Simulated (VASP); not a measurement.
# Ir in VASP: single point with LDA

Aim: the single point of Ir with LDA.

Everything below comes from runs of VASP 6.6.1. Logs are shortened: lines on timing, memory, paths and dates and some standing lists are left out, and cuts for length are marked.

### 1 The cell of the first run

The typed cell holds 1 atom: a = 2.639 Å, b = 2.639 Å, c = 3.047 Å, α = 54.73°, β = 54.73°, γ = 70.53°.

### 2 Single point, LDA

INCAR

```
SYSTEM = Ir
  ALGO = Fast
  EDIFF = 1E-7
  ENCUT = 520
  ISIF = 2
  ISMEAR = 0
  LASPH = .TRUE.
  LCHARG = .FALSE.
  LREAL = .FALSE.
  LWAVE = .FALSE.
  NBANDS = 10
  NELM = 60
  PREC = Accurate
  SIGMA = 0.15
```

KPOINTS

```
k-points
0
G
  24 24 24
  0 0 0
```

POSCAR

```
Ir
1.0
    0.0000000000      2.1548988710      1.5235135018
    2.1548988710      0.0000000000      1.5235135018
    2.1548988710      2.1548988710      0.0000000000
Ir
1
Direct
    0.0000000000      0.0000000000      0.0000000000
```

Potentials or basis: VASP PAW LDA potentials, release 64 (Ir).

Run with:

```bash
$ cat potpaw_LDA.64/Ir/POTCAR > POTCAR
$ mpirun -np 1 vasp_std > vasp.out
```

OUTCAR:

```text
SYSTEM = Ir
   EDIFF = 1E-7
   ENCUT = 520
   ISIF = 2
   ISMEAR = 0
   LASPH = .TRUE.
   LREAL = .FALSE.
   NELM = 60
   PREC = Accurate

 ion  position               nearest neighbor table
   1  0.000  0.000  0.000-

  LATTYP: Found a body centered tetragonal cell.
 ALAT       =     3.0474872089
 C/A-ratio  =     0.9998489886

  Lattice vectors:

 A1 = (   0.0000000000,  -2.1548988710,  -1.5235135018)
 A2 = (   0.0000000000,   2.1548988710,  -1.5235135018)
 A3 = (   2.1548988710,   0.0000000000,   1.5235135018)

Analysis of symmetry for initial positions (statically):
=====================================================================
 Subroutine PRICEL returns:
 Original cell was already a primitive cell.

 Routine SETGRP: Setting up the symmetry group for a
 body centered tetragonal supercell.

 Subroutine GETGRP returns: Found 16 space group operations
 (whereof 16 operations were pure point group operations)
 out of a pool of 16 trial point group operations.

The static configuration has the point symmetry D_4h.

Analysis of symmetry for dynamics (positions and initial velocities):
=====================================================================
 Subroutine PRICEL returns:
 Original cell was already a primitive cell.

 Routine SETGRP: Setting up the symmetry group for a
 body centered tetragonal supercell.

 Subroutine GETGRP returns: Found 16 space group operations
 (whereof 16 operations were pure point group operations)
 out of a pool of 16 trial point group operations.

The dynamic configuration has the point symmetry D_4h.

 Subroutine INISYM returns: Found 16 space group operations
 (whereof 16 operations are pure point group operations),
 and found     1 'primitive' translations

----------------------------------------------------------------------------------------

                                     Primitive cell

  volume of cell :      14.1491

  direct lattice vectors                    reciprocal lattice vectors
     0.000000000  2.154898871  1.523513502    -0.232029450  0.232029450  0.328188755
     2.154898871  0.000000000  1.523513502     0.232029450 -0.232029450  0.328188755
     2.154898871  2.154898871  0.000000000     0.232029450  0.232029450 -0.328188755

  length of vectors
     2.639068497  2.639068497  3.047487209     0.464093946  0.464093946  0.464093946

  position of ions in fractional coordinates (direct lattice)
     0.000000000  0.000000000  0.000000000

  ion indices of the primitive-cell ions
   primitive index   ion index
                 1           1

----------------------------------------------------------------------------------------

 KPOINTS: k-points

Automatic generation of k-mesh.
 Grid dimensions read from file:
 generate k-points for:   24   24   24

 Generating k-lattice:

  Cartesian coordinates                     Fractional coordinates (reciprocal lattice)
    -0.009667894  0.009667894  0.013674531     0.041666667  0.000000000  0.000000000
     0.009667894 -0.009667894  0.013674531     0.000000000  0.041666667  0.000000000
     0.009667894  0.009667894 -0.013674531     0.000000000  0.000000000  0.041666667

  Length of vectors
     0.019337248  0.019337248  0.019337248

  Shift w.r.t. Gamma in fractional coordinates (k-lattice)
     0.000000000  0.000000000  0.000000000

 Subroutine IBZKPT returns following result:
 ===========================================

 Found   1063 irreducible k-points:

 Following reciprocal coordinates:
            Coordinates               Weight
  0.000000  0.000000  0.000000      1.000000
  0.041667  0.000000  0.000000      8.000000
  0.083333 -0.000000  0.000000      8.000000
  0.125000  0.000000  0.000000      8.000000
  0.166667  0.000000  0.000000      8.000000
  0.208333 -0.000000  0.000000      8.000000
[... 16 lines left out ...]
  0.416667  0.041667  0.000000      8.000000
  0.458333  0.041667  0.000000      8.000000
 [... further k-points ...]
   k-points           NKPTS =   1063   k-points in BZ     NKDIM =   1063   number of bands    NBANDS=     10
   number of dos      NEDOS =    301   number of ions     NIONS =      1
   total plane-waves  NPLWV =   9600
   dimension x,y,z NGX =    20 NGY =   20 NGZ =   24
   dimension x,y,z NGXF=    40 NGYF=   40 NGZF=   48
   ions per type =               1
   NGX,Y,Z   is equivalent  to a cutoff of  12.60, 12.60, 13.09 a.u.
   NGXF,Y,Z  is equivalent  to a cutoff of  25.20, 25.20, 26.18 a.u.
 SYSTEM =  Ir
   PREC   = accura    normal or accurate (medium, high low for compatibility)
   ISTART =      0    job   : 0-new  1-cont  2-samecut
   ICHARG =      2    charge: 1-file 2-atom 10-const
   ISPIN  =      1    spin polarized calculation?
   LNONCOLLINEAR =      F non collinear calculations
   LSORBIT =      F    spin-orbit coupling
   LASPH  =      T    aspherical Exc in radial PAW
   ENCUT  =  520.0 eV  38.22 Ry    6.18 a.u.   4.91  4.91  5.67*2*pi/ulx,y,z
   NELM   =     60;   NELMIN=  2; NELMDL= -5     # of ELM steps
   EDIFF  = 0.1E-06   stopping-criterion for ELM
   LREAL  =      F    real-space projection
   EDIFFG = 0.1E-05   stopping-criterion for IOM
   NSW    =      0    number of steps for IOM
   IBRION =     -1    ionic relax: 0-MD 1-quasi-New 2-CG
   NFREE  =      0    steps in history (QN), initial steepest desc. (CG)
   ISIF   =      2    stress and relaxation
   ISYM   =      2    0-nonsym 1-usesym 2-fastsym
   POTIM  = 0.5000    time-step for ionic-motion
   TEBEG  =    0.0;   TEEND  =   0.0 temperature during run
   PSTRESS=    0.0 pullay stress
   NELECT =       9.0000    total number of electrons
   NUPDOWN=      -1.0000    fix difference up-down
   EMIN   =  10.00;   EMAX   =-10.00  energy-range for DOS
   EFERMI =   0.00;   METHOD = LEGACY
   ISMEAR =     0;   SIGMA  =   0.15  broadening in eV -4-tet -1-fermi 0-gaus
   EFERMI_NEDOS =   21; number of points for ismear=-14 and -15
   IALGO  =     68    algorithm
   IMIX   =      4    mixing-type and parameters
     AMIX     =   0.40;   BMIX     =  1.00
     AMIX_MAG =   1.60;   BMIX_MAG =  1.00
  volume/ion in A,a.u.               =      14.15        95.48
  Fermi-wavevector in a.u.,A,eV,Ry     =   1.407923  2.660589 26.970118  1.982248
  Thomas-Fermi vector in A             =   2.530133
   LORBIT       =      0    0 simple, 1 ext, 2 COOP (PROOUT), +10 PAW based schemes
   GGA     = CA    functional components
   LHFCALC =     F    Hartree Fock is set to
   AEXX    =    0.0000 exact exchange contribution
   IVDW    =     0    specifies the selected vdW correction
   LEPSILON=     F    determine dielectric tensor
   LRPA    =     F    only Hartree local field effects (RPA)
 non-spin polarized calculation
 RMM-DIIS sequential band-by-band and
 Gauss-broadening in eV      SIGMA  =   0.15
  energy-cutoff  :      520.00
  volume of cell :       14.15
 maximum number of plane-waves:       394
   NGX =  9   NGY =  9   NGZ = 11

 number of electron       9.0000000 magnetization

 Free energy of the ion-electron system (eV)
  ---------------------------------------------------
  ext. energy  EPLUGINS =         0.00000000
  ---------------------------------------------------
  free energy    TOTEN  =        -9.64870120 eV

  energy without entropy =       -9.61776845  energy(sigma->0) =       -9.63323482

 E-fermi :  10.0543     XC(G=0): -14.1254

 val. band max:       10.0530590568   @ k =  -0.4167   0.0833   0.1667
 cond. band min:      10.0557271080   @ k =   0.2083   0.1250   0.0417
 fundamental gap:      0.0026680512
 Fermi energy:        10.0543299859

 k-point     1 :       0.0000    0.0000    0.0000
  band No.  band energies     occupation
      1      -0.7948      2.00000
      2       6.2956      2.00000
      3       6.2971      2.00000
      4       6.2971      2.00000
      5       9.4913      2.00000
      6       9.4942      2.00000
      7      27.0087      0.00000
      8      27.0087      0.00000
      9      27.0121      0.00000
     10      38.3603      0.00000

 k-point     2 :       0.0417    0.0000    0.0000
  band No.  band energies     occupation
      1      -0.7124      2.00000
      2       6.2573      2.00000
      3       6.2952      2.00000
      4       6.3699      2.00000
      5       9.4370      2.00000
      6       9.4945      2.00000
      7      27.0637      0.00000
      8      27.1364      0.00000
      9      27.1388      0.00000
     10      37.3472      0.00000

 k-point     3 :       0.0833   -0.0000    0.0000
  band No.  band energies     occupation
      1      -0.4696      2.00000
      2       6.1446      2.00000
      3       6.2851      2.00000
      4       6.5887      2.00000
      5       9.2899      2.00000
      6       9.5027      2.00000
      7      27.1990      0.00000
      8      27.4645      0.00000
      9      27.5233      0.00000
     10      35.8803      0.00000

 k-point     4 :       0.1250    0.0000    0.0000
  band No.  band energies     occupation
      1      -0.0809      2.00000
      2       5.9703      2.00000
      3       6.2563      2.00000
      4       6.9479      2.00000
      5       9.1089      2.00000
      6       9.5194      2.00000
      7      27.3321      0.00000
      8      27.8299      0.00000
      9      28.1461      0.00000
     10      34.6385      0.00000
[... 222 lines left out ...]
 k-point    22 :       0.3750    0.0417    0.0000
  band No.  band energies     occupation
      1       2.4155      2.00000
      2       4.7067      2.00000
      3       7.5413      2.00000
      4       9.2605      2.00000
      5      10.1232      0.51618
      6      11.1022      0.00000
      7      21.2500      0.00000
      8      24.3004      0.00000
      9      29.2463      0.00000
     10      35.2345      0.00000

 k-point    23 :       0.4167    0.0417    0.0000
  band No.  band energies     occupation
      1       2.4051      2.00000
      2       4.5758      2.00000
      3       8.2027      2.00000
      4       9.3633      2.00000
      5      10.4404      0.00027
      6      11.7767      0.00000
      7      19.8183      0.00000
      8      23.7786      0.00000
      9      28.1173      0.00000
     10      35.1283      0.00000

 k-point    24 :       0.4583    0.0417    0.0000
  band No.  band energies     occupation
      1       2.3734      2.00000
      2       4.4950      2.00000
      3       8.7158      2.00000
      4       9.3139      2.00000
      5      10.8550      0.00000
      6      12.2447      0.00000
      7      18.7554      0.00000
      8      23.4563      0.00000
      9      27.3670      0.00000
     10      34.8873      0.00000

 [... further k-points ...]

------------------------ aborting loop because EDIFF is reached ----------------------------------------

  FORCE on cell =-STRESS in cart. coord.  units (eV):
  Direction    XX          YY          ZZ          XY          YZ          ZX
  --------------------------------------------------------------------------------------
  -------------------------------------------------------------------------------------
  Total        0.6298692      0.6298692      0.6201326      0.0000000      0.0000000      0.0000000
  in kB       71.3232096     71.3232096     70.2206873      0.0000000      0.0000000      0.0000000
  external PRESSURE =      70.9557022 kB  Pullay stress =       0.0000000 kB

 VOLUME and BASIS-vectors are now :
 -----------------------------------------------------------------------------
  energy-cutoff  :      520.00
  volume of cell :       14.15
      direct lattice vectors                 reciprocal lattice vectors
     0.000000000  2.154898871  1.523513502    -0.232029450  0.232029450  0.328188755
     2.154898871  0.000000000  1.523513502     0.232029450 -0.232029450  0.328188755
     2.154898871  2.154898871  0.000000000     0.232029450  0.232029450 -0.328188755

 POSITION                                       TOTAL-FORCE (eV/Angst)
 -----------------------------------------------------------------------------------
      0.00000      0.00000      0.00000         0.000000      0.000000     -0.000000
 -----------------------------------------------------------------------------------
    total drift:                                0.000000     -0.000000     -0.000000

  FREE ENERGIE OF THE ION-ELECTRON SYSTEM (eV)
  ---------------------------------------------------
  free  energy   TOTEN  =        -9.6487011963 eV

  energy  without entropy=       -9.6177684465  energy(sigma->0) =       -9.63323482
```

Wall time 2.8 min (1 thread of Intel Xeon Platinum 8488C (Sapphire Rapids), shared host); peak memory 0.26 GiB.

What came out:

| Quantity | Value |
| --- | --- |
| Free energy | -9.6487 eV |
| Pressure | 7.1 GPa |

Levels at points of the mesh, in eV from the Fermi level:
```
           k point  band 1  band 2  band 3  band 4  band 5  band 6  band 7  band 8
(0.00, 0.00, 0.00)  -10.85   -3.76   -3.76   -3.76   -0.56   -0.56   16.95   16.95
(0.50, 0.00, 0.00)   -7.77   -5.66   -0.74   -0.07   -0.03    2.37    8.31   13.09
(0.50, 0.50, 0.00)   -7.33   -7.33    1.62    1.62    1.62    8.05    8.05    8.05
(0.50, 0.00, 0.50)   -7.77   -5.66   -0.74   -0.07   -0.03    2.37    8.31   13.09
```

Caveat: spin-orbit coupling is left out, which moves the levels of the heavy elements.
